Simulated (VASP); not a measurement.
Here is a VASP 6.6.1 calculation.

File INCAR:

```
ALGO = Normal
EDIFF = 1E-7
ENCUT = 520
ISIF = 2
ISMEAR = 0
LASPH = T
LCHARG = F
LREAL = F
LWAVE = F
NBANDS = 24
NELM = 100
PREC = Accurate
SIGMA = 0.05
```

Contents of KPOINTS:

```
k-points
0
Gamma
  9 9 9
```

The input POSCAR:

```
Ba2NF
1.0
    1.8499566304      1.0680729585      6.6751031400
   -1.8499566304      1.0680729585      6.6751031400
    0.0000000000     -2.1361459170      6.6751031400
Ba N F
2 1 1
Direct
    0.7576400200      0.7576400200      0.7576400200
    0.2423599800      0.2423599800      0.2423599800
    0.5000000000      0.5000000000      0.5000000000
    0.0000000000      0.0000000000      0.0000000000
```

Potentials or basis: VASP PAW LDA potentials, release 64 (Ba_sv, N, F).

Launch:

```sh
$ cat potpaw_LDA.64/Ba_sv/POTCAR potpaw_LDA.64/N/POTCAR potpaw_LDA.64/F/POTCAR > POTCAR
$ mpirun -np 1 vasp_std > vasp.out
```

(1) Estimate the band gap on the k mesh.

(2) What does it give for the largest force?

(3) Predict the pressure.

## Answers

(1) 0.71 eV (least direct gap 0.77 eV).

(2) 0.453 eV/Å.

(3) 8.6 GPa.

Caveat: the cell differs from its parent crystal (strain -0.080 along x and y, +0.000 along z); the cell stands under pressure; spin-orbit coupling is left out, which moves the levels of the heavy elements; an odd mesh through Γ misses points on the zone boundary, where band edges can lie.
